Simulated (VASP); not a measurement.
GaGe, 2 atoms in the cell. The structure is cubic, space group F-43m (No. 216). The conventional cell has a = 5.796 Å, b = 5.796 Å, c = 5.796 Å, α = 90.00°, β = 90.00°, γ = 90.00°. Ge (site symmetry -43m) has 4 Ga at 2.51 Å within 3.3 Å. Within 3.3 Å of Ga (site symmetry -43m) lie 4 Ge at 2.51 Å. 

| Item | Value |
| --- | --- |
| Program | VASP 6.6.1 |
| Task | relaxation of cell and atoms |
| Functional | BLYP |
| Potentials or basis | VASP PAW PBE potentials, release 64 (Ge_d, Ga_d) |
| Cutoff | 600 eV |
| k mesh | 8 × 8 × 8 |
| Occupations | fermi-dirac, width 0.05 eV |
| Spin | no spin polarisation |
| Dipole correction | no |
| Further INCAR settings | ALGO = Normal; EDIFF = 1e-06; IBRION = 2; EDIFFG = -0.01; NSW = 60; ISIF = 3 |

Potentials or basis: VASP PAW PBE potentials, release 64 (Ge_d, Ga_d).

Launch:

```sh
$ cat potpaw_PBE.64/Ge_d/POTCAR potpaw_PBE.64/Ga_d/POTCAR > POTCAR
$ mpirun -np 1 vasp_std > vasp.out
```

Hardware: 1 thread of Intel(R) Xeon(R) 6975P-C (Granite Rapids) (shared host).

Task: Estimate the wall time of this run.

Result: Wall time 58 s on 1 thread of Intel(R) Xeon(R) 6975P-C (Granite Rapids), with other jobs on the host, peak memory 0.23 GiB. Counts: scf iterations 26, k points 29, ion steps 3.
